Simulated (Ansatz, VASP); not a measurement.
TiH6 in VASP and in Ansatz

Contents of INCAR:

```
SYSTEM = TiH6
PREC = Accurate
ENCUT = 500
EDIFF = 1E-7
ISMEAR = 0
SIGMA = 0.1
LREAL = .FALSE.
LASPH = .TRUE.
NELM = 120
ALGO = Normal
ISIF = 3
LWAVE = .FALSE.
LCHARG = .FALSE.
GGA = PE
IBRION = 2
NSW = 90
EDIFFG = -0.04
GGA_COMPAT = .FALSE.
NELMIN = 4
```

The input KPOINTS:

```
Automatic mesh
0
G
  6 6 4
  0 0 0
```

POSCAR

```
TiH6
1.0
    3.2721168600      0.0000000000      0.0000000000
   -1.6360584300      2.8337363200      0.0000000000
    0.0000000000      0.0000000000      5.9273259700
Ti H
1 6
Direct
    0.0000000000      0.0000000000      0.5000000000
    0.5000000000      0.0000000000      0.5000000000
    0.0000000000      0.5000000000      0.5000000000
    0.5000000000      0.5000000000      0.5000000000
    0.5000000000      0.0000000000      0.0000000000
    0.0000000000      0.5000000000      0.0000000000
    0.5000000000      0.5000000000      0.0000000000
```

Input for Ansatz:

```yaml
crystal:
  lattice:
    - [3.27211686, 0.0, 0.0]
    - [-1.63605843, 2.83373632, 0.0]
    - [0.0, 0.0, 5.92732597]
  atoms:
    - { symbol: Ti, position: [0.0, 0.0, 0.5] }
    - { symbol: H, position: [0.5, 0.0, 0.5] }
    - { symbol: H, position: [0.0, 0.5, 0.5] }
    - { symbol: H, position: [0.5, 0.5, 0.5] }
    - { symbol: H, position: [0.5, 0.0, 0.0] }
    - { symbol: H, position: [0.0, 0.5, 0.0] }
    - { symbol: H, position: [0.5, 0.5, 0.0] }
basis:
  ecutwfc: 420
kpoints:
  mp_grid: { grid: [6, 6, 4] }
hamiltonian:
  xc: pbe
scf:
  occupations: { method: gaussian, width: 0.1 }
  lower_state_search: "off"
output:
  forces: true
  stress: true
  eigenvalues: true
relax:
  adjacent_minimum: "off"
  f_tol: 0.04
  max_steps: 70
  cell: { stress_tol: 0.4 }
```

Alike in both runs: task relaxation of cell and atoms; functional PBE; k mesh 6 × 6 × 4; occupations gaussian, width 0.1 eV; no spin polarisation.

|  | VASP | Ansatz |
| --- | --- | --- |
| version | VASP 6.6.1 | Ansatz 0.2.0 |
| potentials or method | VASP PAW PBE potentials, release 64 (Ti_sv, H), cutoff 500 eV | scalar-relativistic, plane waves, PAW |
| valence electrons in the cell | 18 | 18 |

VASP gave:

* gap on the k mesh at the Fermi level, each at its own relaxed structure (eV): none
* relaxed volume (Å³/atom): 4.77
* relaxed length of the cell vector where the two differ most in proportion (Å): 3.723

Question: What did Ansatz give for the same quantities?

Answer: gap on the k mesh at the Fermi level, each at its own relaxed structure (eV): none; relaxed volume (Å³/atom): 4.79; relaxed length of the cell vector where the two differ most in proportion (Å): 3.733.

A gap of «none» marks a metal or a gap that the smearing closes.

The k mesh is coarse, so the values compare programs but aren't converged. Noted on VASP's run: the volume moved by over 15 % at a fixed basis, so the end points are rough.
